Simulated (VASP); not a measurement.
Write the native input for VASP 6.6.1 that does the following.

| Quantity | Value |
| --- | --- |
| Task | single point |
| Functional | PBE |
| Potentials or basis | VASP PAW PBE potentials, release 64 (Al, N) |
| Cutoff | 520 eV |
| k mesh | 9 × 9 × 6 |
| Occupations | gaussian, width 0.02 eV |
| Spin | no spin polarisation |
| Dipole correction | no |
| Further INCAR settings | ALGO = Normal; EDIFF = 1e-07; NBANDS = 16 |

The structure of AlN lies in POSCAR:

```
AlN
1.0
    3.2268065534      0.0000000000      0.0000000000
   -1.6134032767      2.7944964484      0.0000000000
    0.0000000000      0.0000000000      4.0194647067
Al N
2 2
Direct
    0.3333333333      0.6666666667      0.7500000000
    0.6666666667      0.3333333333      0.2500000000
    0.3333333333      0.6666666667      0.2500000000
    0.6666666667      0.3333333333      0.7500000000
```

The input as run:

INCAR

```
SYSTEM = AlN
ALGO     = Normal         ! electronic algorithm
EDIFF    = 1E-7           ! SCF threshold, eV
ENCUT    = 520            ! plane-wave cutoff, eV
GGA      = PE             ! functional
ISIF     = 2              ! what is computed and relaxed
ISMEAR   = 0              ! smearing method
LASPH    = .TRUE.         ! aspherical terms in the spheres
LCHARG   = .FALSE.        ! write CHGCAR
LREAL    = .FALSE.        ! projectors in reciprocal space
LWAVE    = .FALSE.        ! write WAVECAR
NBANDS   = 16             ! bands
NELM     = 60             ! most SCF steps
PREC     = Accurate       ! precision mode
SIGMA    = 0.02           ! smearing width, eV
```

KPOINTS

```
k-points
0
G
  9 9 6
  0 0 0
```

Potentials or basis: VASP PAW PBE potentials, release 64 (Al, N).

Launch:

```bash
$ cat potpaw_PBE.64/Al/POTCAR potpaw_PBE.64/N/POTCAR > POTCAR
$ mpirun -np 1 vasp_std > vasp.out
```

Results of the run:

The pressure is 22.8 GPa and the band gap on the k mesh is 3.99 eV.

Caveat: the cell stands under pressure; an odd mesh through Γ misses points on the zone boundary, where band edges can lie.

It took 17 s on 1 thread of Intel Xeon 8259CL (shared host), peak memory 0.15 GiB.
